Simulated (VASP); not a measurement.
# BN (P4_2/mnm) in VASP: a series of runs

The runs below take BN through single point, with PBE.

Everything below comes from runs of VASP 6.6.1. Logs are shortened: lines on timing, memory, paths and dates and some standing lists are left out, and cuts for length are marked.

## (1) The cell of the first run

Symmetry: P4_2/mnm, No. 136, tetragonal system. Conventional cell: a = 4.423 Å, b = 4.423 Å, c = 2.473 Å, α = 90.00°, β = 90.00°, γ = 90.00°. Within 2.0 Å of B (site symmetry m2m) lie 4 N at 1.51 to 1.60 Å. N (site symmetry m2m) has 4 B at 1.51 to 1.60 Å within 2.0 Å.

## (2) Single point, PBE

INCAR reads:

```
SYSTEM = BN
  PREC = Accurate
  ENCUT = 520
  EDIFF = 1E-6
  ISMEAR = 0
  SIGMA = 0.05
  LREAL = .False.
  LASPH = .True.
  NELM = 80
  ALGO = Normal
  ISIF = 2
  LWAVE = .False.
  LCHARG = .False.
  GGA = PE
  NBANDS = 26
```

KPOINTS reads:

```
Automatic mesh
0
Gamma
  6 6 10
  0 0 0
```

POSCAR reads:

```
BN
1.0
    4.4226829661      0.0000000000      0.0000000000
    0.0000000000      4.4226829661      0.0000000000
    0.0000000000      0.0000000000      2.4727000000
B N
4 4
Direct
    0.1742811368      0.8257188632      0.5000000000
    0.3257188632      0.3257188632      0.0000000000
    0.6742811368      0.6742811368      0.0000000000
    0.8257188632      0.1742811368      0.5000000000
    0.8126115048      0.8126115048      0.5000000000
    0.3126115048      0.6873884952      0.0000000000
    0.6873884952      0.3126115048      0.0000000000
    0.1873884952      0.1873884952      0.5000000000
```

Potentials or basis: VASP PAW PBE potentials, release 64 (B, N).

Started as:

```console
$ cat potpaw_PBE.64/B/POTCAR potpaw_PBE.64/N/POTCAR > POTCAR
$ mpirun -np 1 vasp_std > vasp.out
```

OUTCAR:

```text
SYSTEM = BN
   PREC = Accurate
   ENCUT = 520
   EDIFF = 1E-6
   ISMEAR = 0
   LREAL = .False.
   LASPH = .True.
   NELM = 80
   ISIF = 2
   GGA = PE

 ion  position               nearest neighbor table
   1  0.174  0.826  0.500-   6 1.51   6 1.51   8 1.60   5 1.60
   2  0.326  0.326  0.000-   8 1.51   8 1.51   6 1.60   7 1.60
   3  0.674  0.674  0.000-   5 1.51   5 1.51   7 1.60   6 1.60
   4  0.826  0.174  0.500-   7 1.51   7 1.51   8 1.60   5 1.60
   5  0.813  0.813  0.500-   3 1.51   3 1.51   4 1.60   1 1.60
   6  0.313  0.687  0.000-   1 1.51   1 1.51   3 1.60   2 1.60
   7  0.687  0.313  0.000-   4 1.51   4 1.51   2 1.60   3 1.60
   8  0.187  0.187  0.500-   2 1.51   2 1.51   4 1.60   1 1.60

  LATTYP: Found a simple tetragonal cell.
 ALAT       =     4.4226829661
 C/A-ratio  =     0.5590950152

  Lattice vectors:

 A1 = (   4.4226829661,   0.0000000000,   0.0000000000)
 A2 = (   0.0000000000,   4.4226829661,   0.0000000000)
 A3 = (   0.0000000000,   0.0000000000,   2.4727000000)

Analysis of symmetry for initial positions (statically):
=====================================================================
 Subroutine PRICEL returns:
 Original cell was already a primitive cell.

 Routine SETGRP: Setting up the symmetry group for a
 simple tetragonal supercell.

 Subroutine GETGRP returns: Found 16 space group operations
 (whereof  8 operations were pure point group operations)
 out of a pool of 16 trial point group operations.

The static configuration has the point symmetry D_2h.
 The point group associated with its full space group is D_4h.

Analysis of symmetry for dynamics (positions and initial velocities):
=====================================================================
 Subroutine PRICEL returns:
 Original cell was already a primitive cell.

 Routine SETGRP: Setting up the symmetry group for a
 simple tetragonal supercell.

 Subroutine GETGRP returns: Found 16 space group operations
 (whereof  8 operations were pure point group operations)
 out of a pool of 16 trial point group operations.

The dynamic configuration has the point symmetry D_2h.
 The point group associated with its full space group is D_4h.

 Subroutine INISYM returns: Found 16 space group operations
 (whereof  8 operations are pure point group operations),
 and found     1 'primitive' translations

----------------------------------------------------------------------------------------

                                     Primitive cell

  volume of cell :      48.3663

  direct lattice vectors                    reciprocal lattice vectors
     4.422682966  0.000000000  0.000000000     0.226107096  0.000000000  0.000000000
     0.000000000  4.422682966  0.000000000     0.000000000  0.226107096  0.000000000
     0.000000000  0.000000000  2.472700000     0.000000000  0.000000000  0.404416225

  length of vectors
     4.422682966  4.422682966  2.472700000     0.226107096  0.226107096  0.404416225

  position of ions in fractional coordinates (direct lattice)
     0.174281137  0.825718863  0.500000000
     0.325718863  0.325718863  0.000000000
     0.674281137  0.674281137  0.000000000
     0.825718863  0.174281137  0.500000000
     0.812611505  0.812611505  0.500000000
     0.312611505  0.687388495  0.000000000
     0.687388495  0.312611505  0.000000000
     0.187388495  0.187388495  0.500000000

  ion indices of the primitive-cell ions
   primitive index   ion index
                 1           1
                 2           2
                 3           3
                 4           4
                 5           5
                 6           6
                 7           7
                 8           8

----------------------------------------------------------------------------------------

 KPOINTS: Automatic mesh

Automatic generation of k-mesh.
 Grid dimensions read from file:
 generate k-points for:    6    6   10

 Generating k-lattice:

  Cartesian coordinates                     Fractional coordinates (reciprocal lattice)
     0.037684516  0.000000000  0.000000000     0.166666667  0.000000000  0.000000000
     0.000000000  0.037684516  0.000000000     0.000000000  0.166666667  0.000000000
     0.000000000  0.000000000  0.040441623     0.000000000  0.000000000  0.100000000

  Length of vectors
     0.037684516  0.037684516  0.040441623

  Shift w.r.t. Gamma in fractional coordinates (k-lattice)
     0.000000000  0.000000000  0.000000000

 Subroutine IBZKPT returns following result:
 ===========================================

 Found     60 irreducible k-points:

 Following reciprocal coordinates:
            Coordinates               Weight
  0.000000  0.000000  0.000000      1.000000
  0.166667  0.000000  0.000000      4.000000
  0.333333  0.000000  0.000000      4.000000
  0.500000  0.000000  0.000000      2.000000
  0.166667  0.166667  0.000000      4.000000
  0.333333  0.166667  0.000000      8.000000
[... 16 lines left out ...]
  0.333333  0.000000  0.200000      8.000000
  0.500000  0.000000  0.200000      4.000000
 [... further k-points ...]
   k-points           NKPTS =     60   k-points in BZ     NKDIM =     60   number of bands    NBANDS=     26
   number of dos      NEDOS =    301   number of ions     NIONS =      8
   total plane-waves  NPLWV =  23328
   dimension x,y,z NGX =    36 NGY =   36 NGZ =   18
   dimension x,y,z NGXF=    72 NGYF=   72 NGZF=   36
   ions per type =               4   4
   NGX,Y,Z   is equivalent  to a cutoff of  13.53, 13.53, 12.10 a.u.
   NGXF,Y,Z  is equivalent  to a cutoff of  27.06, 27.06, 24.20 a.u.
 SYSTEM =  BN
   PREC   = accura    normal or accurate (medium, high low for compatibility)
   ISTART =      0    job   : 0-new  1-cont  2-samecut
   ICHARG =      2    charge: 1-file 2-atom 10-const
   ISPIN  =      1    spin polarized calculation?
   LNONCOLLINEAR =      F non collinear calculations
   LSORBIT =      F    spin-orbit coupling
   LASPH  =      T    aspherical Exc in radial PAW
   ENCUT  =  520.0 eV  38.22 Ry    6.18 a.u.   8.22  8.22  4.60*2*pi/ulx,y,z
   NELM   =     80;   NELMIN=  2; NELMDL= -5     # of ELM steps
   EDIFF  = 0.1E-05   stopping-criterion for ELM
   LREAL  =      F    real-space projection
   EDIFFG = 0.1E-04   stopping-criterion for IOM
   NSW    =      0    number of steps for IOM
   IBRION =     -1    ionic relax: 0-MD 1-quasi-New 2-CG
   NFREE  =      0    steps in history (QN), initial steepest desc. (CG)
   ISIF   =      2    stress and relaxation
   ISYM   =      2    0-nonsym 1-usesym 2-fastsym
   POTIM  = 0.5000    time-step for ionic-motion
   TEBEG  =    0.0;   TEEND  =   0.0 temperature during run
   PSTRESS=    0.0 pullay stress
   NELECT =      32.0000    total number of electrons
   NUPDOWN=      -1.0000    fix difference up-down
   EMIN   =  10.00;   EMAX   =-10.00  energy-range for DOS
   EFERMI =   0.00;   METHOD = LEGACY
   ISMEAR =     0;   SIGMA  =   0.05  broadening in eV -4-tet -1-fermi 0-gaus
   EFERMI_NEDOS =   21; number of points for ismear=-14 and -15
   IALGO  =     38    algorithm
   IMIX   =      4    mixing-type and parameters
     AMIX     =   0.40;   BMIX     =  1.00
     AMIX_MAG =   1.60;   BMIX_MAG =  1.00
  volume/ion in A,a.u.               =       6.05        40.80
  Fermi-wavevector in a.u.,A,eV,Ry     =   1.426518  2.695727 27.687210  2.034953
  Thomas-Fermi vector in A             =   2.546786
   LORBIT       =      0    0 simple, 1 ext, 2 COOP (PROOUT), +10 PAW based schemes
   GGA     = PE    functional components
   LHFCALC =     F    Hartree Fock is set to
   AEXX    =    0.0000 exact exchange contribution
   IVDW    =     0    specifies the selected vdW correction
   LEPSILON=     F    determine dielectric tensor
   LRPA    =     F    only Hartree local field effects (RPA)
 non-spin polarized calculation
 Gauss-broadening in eV      SIGMA  =   0.05
  energy-cutoff  :      520.00
  volume of cell :       48.37
 maximum number of plane-waves:      1321
 NGX is ok and might be reduce to    36
   NGX = 17   NGY = 17   NGZ =  9

 number of electron      32.0000012 magnetization

 Free energy of the ion-electron system (eV)
  ---------------------------------------------------
  ext. energy  EPLUGINS =         0.00000000
  ---------------------------------------------------
  free energy    TOTEN  =       -68.83667958 eV

  energy without entropy =      -68.83667958  energy(sigma->0) =      -68.83667958

 E-fermi :   7.2886     XC(G=0): -12.5930

 val. band max:        7.0775370709   @ k =   0.0000   0.0000   0.0000
 cond. band min:      11.9165207743   @ k =   0.0000   0.0000   0.3000
 fundamental gap:      4.8389837034
 Fermi energy:         7.2886465330

 k-point     1 :       0.0000    0.0000    0.0000
  band No.  band energies     occupation
      1     -13.1669      2.00000
      2      -9.2133      2.00000
      3      -9.2133      2.00000
      4      -8.8142      2.00000
      5      -3.0638      2.00000
      6      -2.2396      2.00000
[... 18 lines left out ...]
     25      18.4242      0.00000
     26      20.5579      0.00000

 k-point     2 :       0.1667    0.0000    0.0000
  band No.  band energies     occupation
      1     -13.0233      2.00000
      2      -9.9977      2.00000
      3      -9.1194      2.00000
      4      -8.3707      2.00000
      5      -3.2112      2.00000
      6      -1.8097      2.00000
[... 18 lines left out ...]
     25      18.6809      0.00000
     26      20.1459      0.00000

 k-point     3 :       0.3333    0.0000    0.0000
  band No.  band energies     occupation
      1     -12.5983      2.00000
      2     -11.0122      2.00000
      3      -8.8598      2.00000
      4      -8.2657      2.00000
      5      -3.2601      2.00000
      6      -2.0341      2.00000
[... 18 lines left out ...]
     25      19.1130      0.00000
     26      19.3392      0.00000

 k-point     4 :       0.5000    0.0000    0.0000
  band No.  band energies     occupation
      1     -11.9124      2.00000
      2     -11.9124      2.00000
      3      -8.5156      2.00000
      4      -8.5156      2.00000
      5      -2.8482      2.00000
      6      -2.8482      2.00000
[... 18 lines left out ...]
     25      19.2385      0.00000
     26      19.2385      0.00000

 k-point     5 :       0.1667    0.1667    0.0000
  band No.  band energies     occupation
      1     -12.8815      2.00000
      2     -10.1558      2.00000
      3      -9.4432      2.00000
      4      -8.2276      2.00000
      5      -3.1714      2.00000
      6      -1.5437      2.00000
[... 18 lines left out ...]
     25      18.6165      0.00000
     26      20.3767      0.00000

 k-point     6 :       0.3333    0.1667    0.0000
  band No.  band energies     occupation
      1     -12.4625      2.00000
      2     -10.9379      2.00000
      3      -9.3037      2.00000
      4      -8.4129      2.00000
      5      -2.9089      2.00000
      6      -1.4781      2.00000
[... 427 lines left out ...]
 k-point    21 :       0.0000    0.0000    0.2000
  band No.  band energies     occupation
      1     -12.4968      2.00000
      2      -8.6872      2.00000
      3      -8.6872      2.00000
      4      -8.4401      2.00000
      5      -2.8266      2.00000
      6      -1.4512      2.00000
[... 18 lines left out ...]
     25      19.8787      0.00000
     26      21.3777      0.00000

 k-point    22 :       0.1667    0.0000    0.2000
  band No.  band energies     occupation
      1     -12.3569      2.00000
      2      -9.4544      2.00000
      3      -8.6040      2.00000
      4      -8.0001      2.00000
      5      -2.8167      2.00000
      6      -1.0839      2.00000
[... 18 lines left out ...]
     25      19.9135      0.00000
     26      20.7340      0.00000

 k-point    23 :       0.3333    0.0000    0.2000
  band No.  band energies     occupation
      1     -11.9438      2.00000
      2     -10.4159      2.00000
      3      -8.3770      2.00000
      4      -7.8890      2.00000
      5      -2.7197      2.00000
      6      -1.5587      2.00000
[... 18 lines left out ...]
     25      19.7310      0.00000
     26      20.7543      0.00000

 k-point    24 :       0.5000    0.0000    0.2000
  band No.  band energies     occupation
      1     -11.2802      2.00000
      2     -11.2802      2.00000
      3      -8.0860      2.00000
      4      -8.0860      2.00000
      5      -2.3111      2.00000
      6      -2.3111      2.00000
[... 18 lines left out ...]
     25      19.5959      0.00000
     26      19.5959      0.00000

 [... further k-points ...]

------------------------ aborting loop because EDIFF is reached ----------------------------------------

  FORCE on cell =-STRESS in cart. coord.  units (eV):
  Direction    XX          YY          ZZ          XY          YZ          ZX
  --------------------------------------------------------------------------------------
  -------------------------------------------------------------------------------------
  Total        0.9884764      0.9884764      9.9083590      0.0000000      0.0000000      0.0000000
  in kB       32.7441598     32.7441598    328.2231953      0.0000000      0.0000000      0.0000000
  external PRESSURE =     131.2371717 kB  Pullay stress =       0.0000000 kB

 VOLUME and BASIS-vectors are now :
 -----------------------------------------------------------------------------
  energy-cutoff  :      520.00
  volume of cell :       48.37
      direct lattice vectors                 reciprocal lattice vectors
     4.422682966  0.000000000  0.000000000     0.226107096  0.000000000  0.000000000
     0.000000000  4.422682966  0.000000000     0.000000000  0.226107096  0.000000000
     0.000000000  0.000000000  2.472700000     0.000000000  0.000000000  0.404416225

 POSITION                                       TOTAL-FORCE (eV/Angst)
 -----------------------------------------------------------------------------------
      0.77079      3.65189      1.23635        -0.099375      0.099375      0.000000
      1.44055      1.44055      0.00000         0.099375      0.099375      0.000000
      2.98213      2.98213      0.00000        -0.099375     -0.099375     -0.000000
      3.65189      0.77079      1.23635         0.099375     -0.099375     -0.000000
      3.59392      3.59392      1.23635         0.182043      0.182043      0.000000
      1.38258      3.04010      0.00000         0.182043     -0.182043     -0.000000
      3.04010      1.38258      0.00000        -0.182043      0.182043     -0.000000
      0.82876      0.82876      1.23635        -0.182043     -0.182043     -0.000000
 -----------------------------------------------------------------------------------
    total drift:                                0.000000      0.000000      0.000000

  FREE ENERGIE OF THE ION-ELECTRON SYSTEM (eV)
  ---------------------------------------------------
  free  energy   TOTEN  =       -68.8366795846 eV

  energy  without entropy=      -68.8366795846  energy(sigma->0) =      -68.83667958
```

It took 26 s on 1 thread of Intel Xeon 6975P-C (Granite Rapids), shared host; peak memory 0.19 GiB.

Results:

```yaml
Free_energy: -68.8367 eV
Pressure: 13.1 GPa
Largest_force: 0.257 eV/Å
Band_gap_on_the_k_mesh: 4.84 eV (least direct gap 6.00 eV)
```

Forces on the atoms (eV/Å):
```
B   -0.099  0.099  0.000
B    0.099  0.099  0.000
B   -0.099 -0.099  0.000
B    0.099 -0.099  0.000
N    0.182  0.182  0.000
N    0.182 -0.182  0.000
N   -0.182  0.182  0.000
N   -0.182 -0.182  0.000
```

Caveat: the cell stands under pressure.

## (3) Single point, PBE

This run uses another cell than the first one, of 6.13 Å³/atom.

INCAR reads:

```
PREC     = Accurate       # precision mode
ENCUT    = 520            # plane-wave cutoff, eV
EDIFF    = 1E-6           # SCF threshold, eV
ISMEAR   = 0              # smearing method
SIGMA    = 0.05           # smearing width, eV
LREAL    = F              # projectors in reciprocal space
LASPH    = T              # aspherical terms in the spheres
NELM     = 80             # most SCF steps
ALGO     = Normal         # electronic algorithm
ISIF     = 2              # what is computed and relaxed
LWAVE    = F              # write WAVECAR
LCHARG   = F              # write CHGCAR
GGA      = PE             # functional
NBANDS   = 26             # bands
```

KPOINTS reads:

```
Automatic mesh
0
Gamma
  6 6 10
```

Edit POSCAR of step 2 so:

```diff
@@ -2,5 +2,5 @@
 1.0
-    4.4226829661      0.0000000000      0.0000000000
-    0.0000000000      4.4226829661      0.0000000000
-    0.0000000000      0.0000000000      2.4727000000
+    4.5222000000      0.0000000000      0.0000000000
+    0.0000000000      4.5222000000      0.0000000000
+    0.0000000000      0.0000000000      2.3962000000
 B N
```

Potentials or basis: VASP PAW PBE potentials, release 64 (B, N).

Started as:

```console
$ cat potpaw_PBE.64/B/POTCAR potpaw_PBE.64/N/POTCAR > POTCAR
$ mpirun -np 1 vasp_std > vasp.out
```

Run time: 27 s. Hardware: 1 thread of Intel Xeon 6975P-C (Granite Rapids), shared host; peak memory 0.18 GiB.

Results (log left out):

```yaml
Free_energy: -68.2985 eV
Pressure: 11.9 GPa
Largest_force: 0.720 eV/Å
Band_gap_on_the_k_mesh: 4.66 eV (least direct gap 5.91 eV)
```

Forces in eV/Å, atoms in the order of the input:
```
B   -0.178  0.178  0.000
B    0.178  0.178  0.000
B   -0.178 -0.178  0.000
B    0.178 -0.178  0.000
N    0.509  0.509  0.000
N    0.509 -0.509  0.000
N   -0.509  0.509  0.000
N   -0.509 -0.509  0.000
```

Stress tensor (GPa, compression positive):
```
-14.31   0.00   0.00
  0.00 -14.31   0.00
  0.00   0.00  64.39
```

Levels at points of the mesh, in eV from the valence-band top:
| k point | band 13 | band 14 | band 15 | band 16 | band 17 | band 18 | band 19 | band 20 |
| --- | --- | --- | --- | --- | --- | --- | --- | --- |
| (0.00, 0.00, 0.00) | -0.30 | -0.30 | 0.00 | 0.00 | 7.22 | 7.22 | 8.07 | 8.45 |
| (0.50, 0.00, 0.00) | -1.41 | -1.41 | -0.85 | -0.85 | 7.27 | 7.27 | 8.63 | 8.63 |
| (0.50, 0.50, 0.00) | -2.17 | -2.17 | -1.69 | -1.69 | 7.11 | 7.11 | 9.64 | 9.64 |
| (0.00, 0.00, 0.50) | -4.39 | -4.39 | -3.24 | -3.24 | 6.42 | 6.42 | 9.83 | 9.83 |
| (0.50, 0.00, 0.50) | -3.35 | -3.35 | -2.53 | -2.53 | 6.69 | 6.69 | 8.59 | 8.59 |
| (0.50, 0.50, 0.50) | -2.75 | -2.75 | -2.62 | -2.62 | 6.16 | 6.16 | 6.60 | 6.60 |

Caveat: the cell stands under pressure. A k mesh can miss the band edges.

(Part 1 of 2 ends here.)
